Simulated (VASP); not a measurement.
Crystal: Na2Ru.

```xyz
3
Lattice="1.5587 0.8999 6.0351 -1.5587 0.8999 6.0351 0.0000 -1.7999 6.0351" Properties=species:S:1:pos:R:3 pbc="T T T"
Na    0.0000    0.0000   13.5501
Na    0.0000    0.0000   10.5899
Ru    0.0000    0.0000    0.0000
```

| Property | Result |
| --- | --- |
| Program | VASP 6.6.1 |
| Task | relaxation of cell and atoms |
| Functional | PBE |
| Potentials or basis | VASP PAW PBE potentials, release 64 (Na_pv, Ru_pv) |
| Cutoff | 600 eV |
| k mesh | 6 × 6 × 6 |
| Occupations | gaussian, width 0.1 eV |
| Spin | no spin polarisation |

At the start: pressure 33.2 GPa; volume 16.93 Å³/atom.

Task: Where does the relaxation end?

Result: Over 13 steps the energy falls by 1301.9 meV/atom and the volume is 19.32 Å³/atom (+14.1 %); space group R3m (No. 160, to 0.05 Å).

Step by step:
| step | energy change (eV) | largest force (eV/Å) | pressure (GPa) | volume (Å³) |
| --- | --- | --- | --- | --- |
| 1 | 0.0000 | 5.0646 | 33.16 | 50.79 |
| 2 | -2.5827 | 0.0510 | -5.09 | 80.88 |
| 3 | -2.6944 | 0.4473 | -2.35 | 73.02 |
| 4 | -3.0048 | 0.3855 | -2.78 | 70.44 |
| 5 | -3.8374 | 0.1918 | -1.90 | 61.56 |
| 6 | 4.8670 | 0.0885 | 100.92 | 40.80 |
| 7 | -3.8739 | 0.0945 | -1.91 | 60.82 |
| 8 | -3.8984 | 0.0486 | -0.54 | 59.18 |
| 9 | -3.8984 | 0.0573 | -0.84 | 59.49 |
| 10 | -3.9015 | 0.1180 | 0.38 | 58.08 |
| 11 | -3.9018 | 0.1050 | 0.12 | 58.38 |
| 12 | -3.9034 | 0.0840 | -0.02 | 58.27 |
| 13 | -3.9057 | 0.0245 | -0.02 | 57.95 |

Final structure:
```
CELL_PARAMETERS angstrom
1.41551 0.81725 8.34921
-1.41551 0.81725 8.34921
0.00000 -1.63449 8.34921
ATOMIC_POSITIONS crystal
Na 0.76768 0.76768 0.76768
Na 0.56560 0.56560 0.56560
Ru 0.00002 0.00002 0.00002
```

Caveat: the k points lie up to 0.43 Å⁻¹ apart in the final cell.
